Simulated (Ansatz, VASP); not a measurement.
## One calculation of CdTeSe4, two programs

```
Cd Te Se
1.0
     0.00000    4.54261    4.54261
     4.54261    0.00000    4.54261
     4.54261    4.54261    0.00000
Cd Te Se
1 1 4
Direct
  0.25000 0.25000 0.25000
  0.00000 0.00000 0.00000
  0.62527 0.62527 0.12418
  0.62527 0.62527 0.62527
  0.12418 0.62527 0.62527
  0.62527 0.12418 0.62527
```

Change from the starting cell: species swapped into the ZrScFe4 type (F-43m, No. 216).

Alike in both runs: task single point; functional PBE; k mesh 4 × 4 × 4; occupations gaussian, width 0.1 eV; no spin polarisation.

|  | VASP | Ansatz |
| --- | --- | --- |
| version | VASP 6.6.1 | Ansatz 0.2.0 |
| potentials or method | VASP PAW PBE potentials, release 64 (Cd, Te, Se), cutoff 500 eV | scalar-relativistic, plane waves, PAW |
| valence electrons in the cell | 42 | 100 |

|  | VASP | Ansatz | Ansatz less VASP |
| --- | --- | --- | --- |
| gap on the k mesh at the Fermi level (eV) | none | none | - |
| pressure (GPa) | -7.3 | -7.3 | 0.00 |

A gap of «none» marks a metal or a gap that the smearing closes. With one functional, cell and mesh, what is left measures potentials, basis and numerics. VASP's potentials hold 42 valence electrons a cell and Ansatz's 100, so a difference there can come from the potentials and not from the codes.

Spin-orbit coupling is off throughout.
